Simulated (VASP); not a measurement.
Here is a VASP 6.6.1 calculation.

Contents of INCAR:

```
SYSTEM = TaN
ALGO = Normal
EDIFF = 1E-6
ENCUT = 600
GGA = PS
GGA_COMPAT = .FALSE.
ISIF = 2
ISMEAR = 0
LASPH = .TRUE.
LCHARG = .FALSE.
LREAL = .FALSE.
LWAVE = .FALSE.
NBANDS = 16
NELM = 120
PREC = Accurate
SIGMA = 0.15
```

File KPOINTS:

```
k-points
0
G
  24 24 24
  0 0 0
```

The input POSCAR:

```
TaN
1.0
    0.0000000000      2.3109109702      2.3109109702
    2.1878447055      0.1230662647      2.1878447055
    2.1878447055      2.1878447055      0.1230662647
Ta N
1 1
Direct
    0.5000000000      0.5000000000      0.5000000000
    0.0000000000      0.0000000000      0.0000000000
```

Potentials or basis: VASP PAW PBE potentials, release 64 (Ta_sv_GW, N).

The run is started by

```sh
$ cat potpaw_PBE.64/Ta_sv_GW/POTCAR potpaw_PBE.64/N/POTCAR > POTCAR
$ mpirun -np 1 vasp_std > vasp.out
```

Task: Estimate the pressure.

Result: 1.7 GPa.

Task: Estimate the band gap on the k mesh.

Result: Zero (band 9 reaches 15.43 eV, above the bottom of band 10 at 11.31 eV).

Stress tensor (GPa, compression positive):
```
-1.84  0.00  0.00
 0.00  3.41 -6.74
 0.00 -6.74  3.41
```

Caveat: the cell differs from its parent crystal (strain +0.1125 x Voigt [0, 0, 0, 1, 0, 0]); the PAW data sets were made with another functional, which shifts forces and pressure a little; spin-orbit coupling is left out, which moves the levels of the heavy elements.
